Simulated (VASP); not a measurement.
# In: single point with LDA

Crystal: In.

```
CELL_PARAMETERS angstrom
-1.86293 1.86293 1.86293
1.86293 -1.86293 1.86293
1.86293 1.86293 -1.86293
ATOMIC_POSITIONS crystal
In 0.00000 0.00000 0.00000
```

This cell differs from its parent crystal: volume scaled by 1.04.

```
Program                : VASP 6.6.1
Task                   : single point
Functional             : LDA
Potentials or basis    : VASP PAW LDA potentials, release 64 (In_d)
Cutoff                 : 520 eV
k mesh                 : 14 × 14 × 14
Occupations            : fermi-dirac, width 0.1 eV
Spin                   : no spin polarisation
Dipole correction      : no
Further INCAR settings : ALGO = Normal; EDIFF = 1e-06; NBANDS = 12
```

| Property | Result |
| --- | --- |
| Pressure | -1.8 GPa |

Levels at points of the mesh, in eV from the Fermi level:
```
           k point  band 4  band 5  band 6  band 7  band 8  band 9
(0.00, 0.00, 0.00)  -14.27  -14.27   -9.59   11.13   11.13   11.13
(0.50, 0.00, 0.00)  -14.28  -14.09   -3.94   -3.17    5.93    7.41
(0.50, 0.50, 0.50)  -14.14  -14.14    1.02    1.28    1.28    1.28
```

Wall time 32 s on 1 thread of Intel Xeon 6975P-C, with other jobs on the host, peak memory 0.15 GiB.

Caveat: spin-orbit coupling is left out, which moves the levels of the heavy elements.
